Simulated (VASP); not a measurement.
Input of a VASP 6.6.1 run:

Contents of POSCAR:

```
CsH
1.0
    3.8200000000      0.0000000000      0.0000000000
    0.0000000000      3.8200000000      0.0000000000
    0.0000000000      0.0000000000      3.8200000000
Cs H
1 1
Direct
    0.0000000000      0.0000000000      0.0000000000
    0.5000000000      0.5000000000      0.5000000000
```

Contents of INCAR.step1:

```
PREC = Accurate ; ENCUT = 600
ISMEAR = -1 ; SIGMA = 0.01
LREAL = F ; LASPH = T
NELM = 60 ; GGA = PE
ALGO = Normal ; EDIFF = 1E-4
LWAVE = T ; LCHARG = F
```

File INCAR.step2:

```
PREC = Accurate ; ENCUT = 600
EDIFF = 1E-7 ; ISMEAR = -1
SIGMA = 0.01 ; LREAL = F
LASPH = T ; NELM = 60
ALGO = Normal ; ISIF = 3
LWAVE = F ; LCHARG = F
METAGGA = R2SCAN ; LMIXTAU = T
IBRION = 2 ; NSW = 80
EDIFFG = -0.02 ; ISTART = 1
```

File KPOINTS:

```
regular mesh
0
Gamma
  4 4 4
```

Potentials or basis: VASP PAW PBE potentials, release 64 (Cs_sv, H).

The run is started by

```console
$ cat potpaw_PBE.64/Cs_sv/POTCAR potpaw_PBE.64/H/POTCAR > POTCAR
$ cp INCAR.step1 INCAR
$ mpirun -np 1 vasp_std > vasp.out
$ cp INCAR.step2 INCAR
$ mpirun -np 1 vasp_std > vasp.out
```

**Question.** What does it give for the band gap on the k mesh?

**Answer.** 3.15 eV, direct.

Final structure:
```
Cs H
1.0
     3.82000    0.00000    0.00000
     0.00000    3.82000    0.00000
     0.00000    0.00000    3.82000
Cs H
1 1
Direct
  0.00000 0.00000 0.00000
  0.50000 0.50000 0.50000
```

Caveat: the relaxation stopped at its first step, so nothing moved; spin-orbit coupling is left out, which moves the levels of the heavy elements. r2SCAN opens gaps a little over a GGA but as a rule still falls short of measured ones.
